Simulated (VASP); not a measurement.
# KCl (Fm-3m) in VASP: settings compared

KCl is run at these levels: LDA, PBE, PBE-based global hybrid with 10 % exact exchange, PBE-based global hybrid with 15 % exact exchange, PBE-based global hybrid with 25 % exact exchange; tasks: molecular dynamics, single point.

All numbers are computed with VASP 6.6.1; they aren't measurements. Logs are shortened: lines on timing, memory, paths and dates and some standing lists are left out, and cuts for length are marked.

### 1 The cell of the first run

The structure is cubic, space group Fm-3m (No. 225). The conventional cell has a = 6.293 Å, b = 6.293 Å, c = 6.293 Å, α = 90.00°, β = 90.00°, γ = 90.00°. Within 4.1 Å of K (site symmetry m-3m) lie 6 Cl at 3.15 Å. Within 4.1 Å of Cl (site symmetry m-3m) lie 6 K at 3.15 Å.

### 2 Molecular dynamics, LDA

INCAR reads:

```
SYSTEM = KCl
ALGO     = Normal         ! electronic algorithm
ANDERSEN_PROB= 0.0          
EDIFF    = 1E-5           ! SCF threshold, eV
ENCUT    = 350            ! plane-wave cutoff, eV
GGA      = CA             ! functional
GGA_COMPAT= .FALSE.      
IBRION   = 0              ! ionic algorithm
ISIF     = 2              ! what is computed and relaxed
ISMEAR   = 0              ! smearing method
ISYM     = 0            
LASPH    = .TRUE.         ! aspherical terms in the spheres
LCHARG   = .TRUE.         ! write CHGCAR
LREAL    = .FALSE.        ! projectors in reciprocal space
LWAVE    = .FALSE.        ! write WAVECAR
MAXMIX   = 40           
MDALGO   = 1            
NELM     = 120            ! most SCF steps
NELMIN   = 4            
NSW      = 20             ! ionic steps
POTIM    = 2.0            ! step
PREC     = Normal         ! precision mode
RANDOM_SEED= 9052 0 0     
SIGMA    = 0.01           ! smearing width, eV
TEBEG    = 300.0        
TEEND    = 300.0
```

KPOINTS reads:

```
k-points
0
G
  5 5 5
  0 0 0
```

POSCAR reads:

```
KCl
1.0
    0.0000000000      3.1464700000      3.1464700000
    3.1464700000      0.0000000000      3.1464700000
    3.1464700000      3.1464700000      0.0000000000
K Cl
1 1
Direct
    0.0000000000      0.0000000000      0.0000000000
    0.5000000000      0.5000000000      0.5000000000
```

Potentials or basis: VASP PAW LDA potentials, release 64 (K_sv, Cl).

Launch:

```console
$ cat potpaw_LDA.64/K_sv/POTCAR potpaw_LDA.64/Cl/POTCAR > POTCAR
$ mpirun -np 1 vasp_std > vasp.out
```

OUTCAR:

```text
SYSTEM = KCl
   EDIFF = 1E-5
   ENCUT = 350
   GGA = CA
   IBRION = 0
   ISIF = 2
   ISMEAR = 0
   ISYM = 0
   LASPH = .TRUE.
   LREAL = .FALSE.
   NELM = 120
   NELMIN = 4
   NSW = 20
   POTIM = 2.0
   PREC = Normal
   TEBEG = 300.0

 ion  position               nearest neighbor table
   1  0.000  0.000  0.000-   2 3.15   2 3.15   2 3.15   2 3.15   2 3.15   2 3.15
   2  0.500  0.500  0.500-   1 3.15   1 3.15   1 3.15   1 3.15   1 3.15   1 3.15

IMPORTANT INFORMATION: All symmetrisations will be switched off!
NOSYMM: (Re-)initialisation of all symmetry stuff for point group C_1.

----------------------------------------------------------------------------------------

                                     Primitive cell

  volume of cell :      62.3018

  direct lattice vectors                    reciprocal lattice vectors
     0.000000000  3.146470000  3.146470000    -0.158908237  0.158908237  0.158908237
     3.146470000  0.000000000  3.146470000     0.158908237 -0.158908237  0.158908237
     3.146470000  3.146470000  0.000000000     0.158908237  0.158908237 -0.158908237

  length of vectors
     4.449780548  4.449780548  4.449780548     0.275237140  0.275237140  0.275237140

  position of ions in fractional coordinates (direct lattice)
     0.000000000  0.000000000  0.000000000
     0.500000000  0.500000000  0.500000000

  ion indices of the primitive-cell ions
   primitive index   ion index
                 1           1
                 2           2

----------------------------------------------------------------------------------------

 KPOINTS: k-points

Automatic generation of k-mesh.
 Grid dimensions read from file:
 generate k-points for:    5    5    5

 Generating k-lattice:

  Cartesian coordinates                     Fractional coordinates (reciprocal lattice)
    -0.031781647  0.031781647  0.031781647     0.200000000  0.000000000  0.000000000
     0.031781647 -0.031781647  0.031781647     0.000000000  0.200000000  0.000000000
     0.031781647  0.031781647 -0.031781647     0.000000000  0.000000000  0.200000000

  Length of vectors
     0.055047428  0.055047428  0.055047428

  Shift w.r.t. Gamma in fractional coordinates (k-lattice)
     0.000000000  0.000000000  0.000000000

 Subroutine IBZKPT returns following result:
 ===========================================

 Found     63 irreducible k-points:

 Following reciprocal coordinates:
            Coordinates               Weight
  0.000000  0.000000  0.000000      1.000000
  0.200000  0.000000  0.000000      2.000000
  0.000000  0.200000  0.000000      2.000000
  0.000000  0.000000  0.200000      2.000000
  0.200000  0.200000  0.200000      2.000000
  0.400000  0.000000  0.000000      2.000000
[... 16 lines left out ...]
  0.200000  0.400000  0.400000      2.000000
  0.400000  0.000000  0.200000      2.000000
 [... further k-points ...]
   k-points           NKPTS =     63   k-points in BZ     NKDIM =     63   number of bands    NBANDS=     12
   number of dos      NEDOS =    301   number of ions     NIONS =      2
   total plane-waves  NPLWV =   8000
   dimension x,y,z NGX =    20 NGY =   20 NGZ =   20
   dimension x,y,z NGXF=    40 NGYF=   40 NGZF=   40
   ions per type =               1   1
   NGX,Y,Z   is equivalent  to a cutoff of   7.47,  7.47,  7.47 a.u.
   NGXF,Y,Z  is equivalent  to a cutoff of  14.94, 14.94, 14.94 a.u.
 SYSTEM =  KCl
   PREC   = normal    normal or accurate (medium, high low for compatibility)
   ISTART =      0    job   : 0-new  1-cont  2-samecut
   ICHARG =      2    charge: 1-file 2-atom 10-const
   ISPIN  =      1    spin polarized calculation?
   LNONCOLLINEAR =      F non collinear calculations
   LSORBIT =      F    spin-orbit coupling
   LASPH  =      T    aspherical Exc in radial PAW
   ENCUT  =  350.0 eV  25.72 Ry    5.07 a.u.   6.79  6.79  6.79*2*pi/ulx,y,z
   NELM   =    120;   NELMIN=  4; NELMDL= -5     # of ELM steps
   EDIFF  = 0.1E-04   stopping-criterion for ELM
   LREAL  =      F    real-space projection
   EDIFFG = 0.1E-03   stopping-criterion for IOM
   NSW    =     20    number of steps for IOM
   IBRION =      0    ionic relax: 0-MD 1-quasi-New 2-CG
   NFREE  =      0    steps in history (QN), initial steepest desc. (CG)
   ISIF   =      2    stress and relaxation
   ISYM   =      0    0-nonsym 1-usesym 2-fastsym
   POTIM  = 2.0000    time-step for ionic-motion
   TEBEG  =  300.0;   TEEND  = 300.0 temperature during run
   PSTRESS=    0.0 pullay stress
   NELECT =      16.0000    total number of electrons
   NUPDOWN=      -1.0000    fix difference up-down
   EMIN   =  10.00;   EMAX   =-10.00  energy-range for DOS
   EFERMI =   0.00;   METHOD = LEGACY
   ISMEAR =     0;   SIGMA  =   0.01  broadening in eV -4-tet -1-fermi 0-gaus
   EFERMI_NEDOS =   21; number of points for ismear=-14 and -15
   IALGO  =     38    algorithm
   IMIX   =      4    mixing-type and parameters
     AMIX     =   0.40;   BMIX     =  1.00
     AMIX_MAG =   1.60;   BMIX_MAG =  1.00
  volume/ion in A,a.u.               =      31.15       210.22
  Fermi-wavevector in a.u.,A,eV,Ry     =   1.040594  1.966437 14.732871  1.082835
  Thomas-Fermi vector in A             =   2.175177
   LORBIT       =      0    0 simple, 1 ext, 2 COOP (PROOUT), +10 PAW based schemes
   GGA     = CA    functional components
   LHFCALC =     F    Hartree Fock is set to
   AEXX    =    0.0000 exact exchange contribution
   IVDW    =     0    specifies the selected vdW correction
   LEPSILON=     F    determine dielectric tensor
   LRPA    =     F    only Hartree local field effects (RPA)
 molecular dynamics for ions
 non-spin polarized calculation
 Gauss-broadening in eV      SIGMA  =   0.01
  energy-cutoff  :      350.00
  volume of cell :       62.30
 maximum number of plane-waves:       941
   NGX = 13   NGY = 13   NGZ = 13

--------------------------------------- Ionic step        1  -------------------------------------------

 number of electron      16.0000042 magnetization

 Free energy of the ion-electron system (eV)
  ---------------------------------------------------
  ext. energy  EPLUGINS =         0.00000000
  ---------------------------------------------------
  free energy    TOTEN  =        -7.37014773 eV

  energy without entropy =       -7.37014773  energy(sigma->0) =       -7.37014773

------------------------ aborting loop because EDIFF is reached ----------------------------------------

  FORCE on cell =-STRESS in cart. coord.  units (eV):
  Direction    XX          YY          ZZ          XY          YZ          ZX
  --------------------------------------------------------------------------------------
  -------------------------------------------------------------------------------------
  Total       -0.7484041     -0.7484582     -0.7483754      0.0002917      0.0002781      0.0002966
  in kB      -19.2462423    -19.2476342    -19.2455042      0.0075015      0.0071514      0.0076270
  external PRESSURE =     -19.2464602 kB  Pullay stress =       0.0000000 kB
[... 115 lines left out ...]
  ENERGY OF THE ELECTRON-ION-THERMOSTAT SYSTEM (eV)
  ---------------------------------------------------
% ion-electron   TOTEN  =        -7.369796  see above
  kinetic energy EKIN   =         0.038402
  kin. lattice  EKIN_LAT=         0.000000  (temperature  297.09 K)
  nose potential ES     =         0.000000
  nose kinetic   EPS    =         0.000000
  ---------------------------------------------------
  total energy   ETOTAL =        -7.331394 eV

[... ionic steps 4 to 17 ...]

--------------------------------------- Ionic step       18  -------------------------------------------

 number of electron      16.0000000 magnetization

------------------------ aborting loop because EDIFF is reached ----------------------------------------

  FORCE on cell =-STRESS in cart. coord.  units (eV):
  Direction    XX          YY          ZZ          XY          YZ          ZX
  --------------------------------------------------------------------------------------
  -------------------------------------------------------------------------------------
  Total       -0.7211407     -0.6180773     -0.6267838      0.0175834     -0.0290555      0.0171335
  in kB      -18.5451272    -15.8947107    -16.1186085      0.4521825     -0.7472016      0.4406120
  external PRESSURE =     -16.8528155 kB  Pullay stress =       0.0000000 kB
[... 69 lines left out ...]
  ENERGY OF THE ELECTRON-ION-THERMOSTAT SYSTEM (eV)
  ---------------------------------------------------
% ion-electron   TOTEN  =        -7.348086  see above
  kinetic energy EKIN   =         0.016671
  kin. lattice  EKIN_LAT=         0.000000  (temperature  128.97 K)
  nose potential ES     =         0.000000
  nose kinetic   EPS    =         0.000000
  ---------------------------------------------------
  total energy   ETOTAL =        -7.331414 eV

--------------------------------------- Ionic step       20  -------------------------------------------

 number of electron      15.9999994 magnetization

 Free energy of the ion-electron system (eV)
  ---------------------------------------------------
  ext. energy  EPLUGINS =         0.00000000
  ---------------------------------------------------
  free energy    TOTEN  =        -7.34626468 eV

  energy without entropy =       -7.34626468  energy(sigma->0) =       -7.34626468

 E-fermi :  -1.9391     XC(G=0):  -8.1038

 val. band max:       -2.0967564679   @ k =   0.0000   0.0000   0.0000
 cond. band min:       2.6611535553   @ k =   0.0000   0.0000   0.0000
 fundamental gap:      4.7579100232
 Fermi energy:        -1.9391215185

 k-point     1 :       0.0000    0.0000    0.0000
  band No.  band energies     occupation
      1     -28.9009      2.00000
      2     -14.1262      2.00000
      3     -12.6034      2.00000
      4     -12.6007      2.00000
      5     -12.5886      2.00000
      6      -2.1017      2.00000
      7      -2.1012      2.00000
      8      -2.0968      2.00000
      9       2.6612      0.00000
     10       6.0035      0.00000
     11       6.0292      0.00000
     12       6.1044      0.00000
[... 331 lines left out ...]
 k-point    24 :       0.4000    0.0000    0.2000
  band No.  band energies     occupation
      1     -28.8897      2.00000
      2     -14.2075      2.00000
      3     -12.6450      2.00000
      4     -12.6329      2.00000
      5     -12.4713      2.00000
      6      -2.9096      2.00000
      7      -2.4090      2.00000
      8      -2.3307      2.00000
      9       4.8449      0.00000
     10       5.2172      0.00000
     11       7.8723      0.00000
     12       7.9759      0.00000

 [... further k-points ...]

------------------------ aborting loop because EDIFF is reached ----------------------------------------

  FORCE on cell =-STRESS in cart. coord.  units (eV):
  Direction    XX          YY          ZZ          XY          YZ          ZX
  --------------------------------------------------------------------------------------
  -------------------------------------------------------------------------------------
  Total       -0.7148814     -0.5932769     -0.6035316      0.0205947     -0.0345791      0.0200477
  in kB      -18.3841592    -15.2569332    -15.5206468      0.5296205     -0.8892480      0.5155542
  external PRESSURE =     -16.3872464 kB  Pullay stress =       0.0000000 kB
[... 23 lines left out ...]
  ENERGY OF THE ELECTRON-ION-THERMOSTAT SYSTEM (eV)
  ---------------------------------------------------
% ion-electron   TOTEN  =        -7.346265  see above
  kinetic energy EKIN   =         0.014845
  kin. lattice  EKIN_LAT=         0.000000  (temperature  114.85 K)
  nose potential ES     =         0.000000
  nose kinetic   EPS    =         0.000000
  ---------------------------------------------------
  total energy   ETOTAL =        -7.331420 eV
```

Run time: 68 s. Hardware: 1 thread of Intel Xeon 8259CL, shared host; peak memory 0.17 GiB.

Step by step:
```
step  potential energy change (eV)  largest force (eV/Å)  pressure (GPa)  volume (Å³)  temperature (K)
   1                        0.0000                0.0000           -1.92        62.30              300
   2                        0.0001                0.0172           -1.94        62.30              299
   3                        0.0004                0.0288           -1.93        62.30              297
   4                        0.0008                0.0420           -1.93        62.30              294
   5                        0.0014                0.0548           -1.92        62.30              289
   6                        0.0022                0.0684           -1.91        62.30              283
   7                        0.0031                0.0812           -1.90        62.30              276
   8                        0.0041                0.0942           -1.89        62.30              268
   9                        0.0053                0.1069           -1.87        62.30              259
  10                        0.0066                0.1195           -1.85        62.30              248
  11                        0.0081                0.1320           -1.84        62.30              237
  12                        0.0096                0.1445           -1.82        62.30              225
  13                        0.0112                0.1569           -1.80        62.30              213
  14                        0.0130                0.1689           -1.77        62.30              200
  15                        0.0147                0.1807           -1.75        62.30              186
  16                        0.0165                0.1919           -1.73        62.30              172
  17                        0.0184                0.2027           -1.71        62.30              158
  18                        0.0202                0.2127           -1.69        62.30              143
  19                        0.0221                0.2229           -1.66        62.30              129
  20                        0.0239                0.2319           -1.64        62.30              115
```

### 3 Single point, PBE

INCAR reads:

```
  ALGO = Normal
  EDIFF = 1E-6
  ENCUT = 520
  GGA = PE
  ISIF = 2
  ISMEAR = -1
  LASPH = T
  LCHARG = F
  LREAL = F
  LWAVE = F
  NBANDS = 15
  NELM = 60
  PREC = Accurate
  SIGMA = 0.05
```

KPOINTS reads:

```
k-points
0
Gamma
  4 4 4
```

POSCAR is that of step 2.

Potentials or basis: VASP PAW PBE potentials, release 64 (K_sv, Cl).

Launch:

```console
$ cat potpaw_PBE.64/K_sv/POTCAR potpaw_PBE.64/Cl/POTCAR > POTCAR
$ mpirun -np 1 vasp_std > vasp.out
```

It took 8.6 s on 1 thread of Intel Xeon Platinum 8259CL at 2.50GHz (Skylake/Cascade Lake), shared host; peak memory 0.2 GiB.

Results (log left out):

```yaml
Free_energy: -6.8037 eV
Pressure: 0.8 GPa
Band_gap_on_the_k_mesh: 5.19 eV
```

Levels at points of the mesh, in eV from the valence-band top:
```csv
k point,band 6,band 7,band 8,band 9,band 10,band 11
"(0.00, 0.00, 0.00)",0.00,0.00,0.00,5.19,8.38,8.38
"(0.50, 0.00, 0.00)",-1.05,-0.32,-0.32,7.59,8.60,10.53
"(0.50, 0.50, 0.00)",-0.66,-0.22,-0.22,6.53,8.35,10.07
```

Caveat: the k points lie up to 0.43 Å⁻¹ apart. A hybrid or GW would open this gap; PBE tends to underestimate it.

### 4 Single point, PBE-based global hybrid with 10 % exact exchange

POSCAR is that of step 3.

INCAR.step1 reads:

```
ALGO = Normal
EDIFF = 1E-5
ENCUT = 520
GGA = PE
ISIF = 2
ISMEAR = -1
LASPH = T
LCHARG = F
LREAL = F
LWAVE = T
NBANDS = 15
NELM = 60
PREC = Accurate
SIGMA = 0.05
```

INCAR.step2 reads:

```
AEXX = 0.1
ALGO = Normal
EDIFF = 1E-6
ENCUT = 520
GGA = PE
ISIF = 2
ISMEAR = -1
ISTART = 1
LASPH = T
LCHARG = F
LHFCALC = T
LREAL = F
LWAVE = F
NBANDS = 15
NELM = 60
PREC = Accurate
PRECFOCK = Normal
SIGMA = 0.05
```

KPOINTS is that of step 3.

Launch:

```console
$ cat potpaw_PBE.64/K_sv/POTCAR potpaw_PBE.64/Cl/POTCAR > POTCAR
$ cp INCAR.step1 INCAR
$ mpirun -np 1 vasp_std > vasp.out
$ cp INCAR.step2 INCAR
$ mpirun -np 1 vasp_std > vasp.out
```

It took 4.5 min on 1 thread of Intel Xeon Platinum 8259CL at 2.50GHz (Skylake/Cascade Lake), shared host; peak memory 0.22 GiB.

It converged, with:

```yaml
Free_energy: -7.4339 eV
Pressure: 0.6 GPa
Band_gap_on_the_k_mesh: 6.01 eV
```

Levels at points of the mesh, in eV from the valence-band top:
```csv
k point,band 4,band 5,band 6,band 7,band 8,band 9,band 10,band 11,band 12,band 13
"(0.00, 0.00, 0.00)",-10.95,-10.95,0.00,0.00,0.00,6.01,9.31,9.31,9.31,10.24
"(0.50, 0.00, 0.00)",-10.96,-10.72,-1.08,-0.33,-0.33,8.41,9.51,11.56,11.56,12.32
"(0.50, 0.50, 0.00)",-11.01,-11.01,-0.68,-0.23,-0.23,7.38,9.24,10.95,11.27,11.66
```

Caveat: the k points lie up to 0.43 Å⁻¹ apart; the PAW data sets were made with another functional, which shifts forces and pressure a little.

### 5 Single point, PBE-based global hybrid with 15 % exact exchange

POSCAR is that of step 4.

INCAR.step1 reads:

```
PREC = Accurate
ENCUT = 520
EDIFF = 1E-5
ISMEAR = -1
SIGMA = 0.05
LREAL = False
LASPH = True
NELM = 60
ALGO = Normal
ISIF = 2
LWAVE = True
GGA = PE
NBANDS = 15
```

INCAR.step2 reads:

```
PREC = Accurate
ENCUT = 520
EDIFF = 1E-6
ISMEAR = -1
SIGMA = 0.05
LREAL = False
LASPH = True
NELM = 60
ALGO = Normal
ISIF = 2
LWAVE = False
LCHARG = True
GGA = PE
LHFCALC = True
AEXX = 0.15
PRECFOCK = Normal
LELF = True
LVHAR = True
ISTART = 1
NBANDS = 15
```

KPOINTS reads:

```
regular mesh
0
Gamma
  4 4 4
```

Launch:

```console
$ cat potpaw_PBE.64/K_sv/POTCAR potpaw_PBE.64/Cl/POTCAR > POTCAR
$ cp INCAR.step1 INCAR
$ mpirun -np 1 vasp_std > vasp.out
$ cp INCAR.step2 INCAR
$ mpirun -np 1 vasp_std > vasp.out
```

Wall time 4.7 min (1 thread of Intel Xeon Platinum 8259CL at 2.50GHz (Skylake/Cascade Lake), shared host); peak memory 0.22 GiB.

The run converged. Its results:

```yaml
Free_energy: -7.7517 eV
Pressure: 0.6 GPa
Band_gap_on_the_k_mesh: 6.42 eV
```

Levels at points of the mesh, in eV from the valence-band top:
| k point | band 5 | band 6 | band 7 | band 8 | band 9 | band 10 | band 11 | band 12 |
| --- | --- | --- | --- | --- | --- | --- | --- | --- |
| (0.00, 0.00, 0.00) | -11.10 | 0.00 | 0.00 | 0.00 | 6.42 | 9.77 | 9.77 | 9.77 |
| (0.50, 0.00, 0.00) | -10.86 | -1.09 | -0.34 | -0.34 | 8.83 | 9.97 | 12.08 | 12.08 |
| (0.50, 0.50, 0.00) | -11.15 | -0.69 | -0.24 | -0.24 | 7.81 | 9.69 | 11.38 | 11.78 |

Caveat: the k points lie up to 0.43 Å⁻¹ apart; the PAW data sets were made with another functional, which shifts forces and pressure a little.

(Part 1 of 2 ends here.)
